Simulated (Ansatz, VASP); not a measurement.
**One calculation of Hg, two programs**

Contents of INCAR:

```
SYSTEM = Hg
ALGO     = Normal         ! electronic algorithm
EDIFF    = 1E-6           ! SCF threshold, eV
ENCUT    = 520            ! plane-wave cutoff, eV
GGA      = CA             ! functional
ISIF     = 2              ! what is computed and relaxed
ISMEAR   = -1             ! smearing method
LASPH    = .TRUE.         ! aspherical terms in the spheres
LCHARG   = .TRUE.         ! write CHGCAR
LELF     = .TRUE.         ! ELF
LREAL    = .FALSE.        ! projectors in reciprocal space
LVHAR    = .TRUE.       
LWAVE    = .FALSE.        ! write WAVECAR
NBANDS   = 12             ! bands
NELM     = 100            ! most SCF steps
PREC     = Accurate       ! precision mode
SIGMA    = 0.1            ! smearing width, eV
```

File KPOINTS:

```
k-points
0
G
  15 15 15
  0 0 0
```

POSCAR

```
Hg
1.0
   -1.6775065164      1.6775065164      1.6775065164
    1.6775065164     -1.6775065164      1.6775065164
    1.6775065164      1.6775065164     -1.6775065164
Hg
1
Direct
    0.0000000000      0.0000000000      0.0000000000
```

Input for Ansatz:

```yaml
crystal:
  lattice:
    - [-1.6775065164, 1.6775065164, 1.6775065164]
    - [1.6775065164, -1.6775065164, 1.6775065164]
    - [1.6775065164, 1.6775065164, -1.6775065164]
  atoms:
    - { symbol: Hg, position: [0.0, 0.0, 0.0] }
kpoints:
  mp_grid: { grid: [15, 15, 15] }
scf:
  occupations: { method: fermi_dirac, width: 0.1 }
hamiltonian:
  xc: lda
  pseudopotentials: { kind: all_electron, lapw: { basis_error: 0.001 } }
output:
  forces: true
  stress: true
  eigenvalues: true
  populations: true
```

Change from the starting cell: volume scaled by 0.84, LAPW.

Alike in both runs: task single point; functional LDA; k mesh 15 × 15 × 15; occupations fermi-dirac, width 0.1 eV; no spin polarisation.

```csv
,VASP,Ansatz
version,VASP 6.6.1,Ansatz 0.2.0
potentials or method,"VASP PAW LDA potentials, release 64 (Hg), cutoff 520 eV","all-electron LAPW, scalar-relativistic"
```

```csv
,VASP,Ansatz,Ansatz less VASP
pressure (GPa),17.6,15.9,-1.66
```

LDA's correlation is that of Perdew and Zunger in VASP and of Perdew and Wang (1992) in Ansatz. Ansatz ran all-electron here, and VASP with PAW potentials.

Neither program's run includes spin-orbit coupling.
